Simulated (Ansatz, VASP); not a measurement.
**Mo: VASP beside Ansatz**

File POSCAR:

```
Mo
1.0
   -1.5838089700      1.5838089700      1.5838089700
    1.5838089700     -1.5838089700      1.5838089700
    1.5838089700      1.5838089700     -1.5838089700
Mo
1
Direct
    0.0000000000      0.0000000000      0.0000000000
```

The input INCAR.step1:

```
SYSTEM = Mo
  ALGO = Normal
  EDIFF = 1E-5
  ENCUT = 440
  GGA = PE
  GGA_COMPAT = .FALSE.
  ISMEAR = -1
  LASPH = .TRUE.
  LCHARG = .FALSE.
  LMAXMIX = 4
  LREAL = .FALSE.
  LSORBIT = .TRUE.
  LWAVE = .TRUE.
  MAGMOM = 0 0 0
  NBANDS = 25
  NELM = 200
  PREC = Accurate
  SIGMA = 0.01
```

INCAR.step2

```
SYSTEM = Mo
  ALGO = Normal
  EDIFF = 1E-8
  ENCUT = 440
  GGA_COMPAT = .FALSE.
  ISIF = 2
  ISMEAR = -1
  ISTART = 1
  IVDW = 12
  LASPH = .TRUE.
  LCHARG = .FALSE.
  LEFG = .TRUE.
  LMAXMIX = 4
  LMIXTAU = .TRUE.
  LORBIT = 11
  LORBMOM = .TRUE.
  LREAL = .FALSE.
  LSORBIT = .TRUE.
  LWAVE = .FALSE.
  MAGMOM = 0 0 0
  METAGGA = R2SCAN
  NBANDS = 25
  NELM = 200
  PREC = Accurate
  SIGMA = 0.01
  VDW_A1 = 0.49484001
  VDW_A2 = 5.73083694
  VDW_S6 = 1.0
  VDW_S8 = 0.78981345
```

KPOINTS

```
k-points
0
G
  12 12 12
  0 0 0
```

Contents of input.yaml:

```yaml
crystal:
  lattice: { a: 3.16761794, b: 3.16761794, c: 3.16761794, alpha: 90.0, beta: 90.0, gamma: 90.0 }
  space_group: 229
  reduce_to_primitive: true
  atoms:
    - { symbol: Mo, wyckoff: "2a", position: [0.0, 0.0, 0.0] }
hamiltonian:
  xc: r2scan
  pseudopotentials: { kind: paw_fr }
  dispersion: d3bj
magnetization:
  noncollinear: true
  spin_orbit: true
kpoints:
  mp_grid: { grid: [12, 12, 12] }
scf:
  occupations: { method: fermi_dirac, width: 0.01 }
output:
  forces: true
  stress: true
  eigenvalues: true
  efg: {}
```

Alike in both runs: task electric field gradients; functional r2SCAN; dispersion D3(BJ); k mesh 12 × 12 × 12; occupations fermi-dirac, width 0.01 eV; non-collinear spin, spin-orbit coupling.

```csv
,VASP,Ansatz
version,VASP 6.6.1,Ansatz 0.2.0
potentials or method,"VASP PAW PBE potentials, release 64 (Mo_sv)",Ansatz PAW
plane-wave cutoff (eV),440,500
valence electrons in the cell,14,14
```

|  | VASP | Ansatz | Ansatz less VASP |
| --- | --- | --- | --- |
| pressure (GPa) | -6.9 | -7.7 | -0.79 |

VASP's potentials were made for PBE, not for r2SCAN.
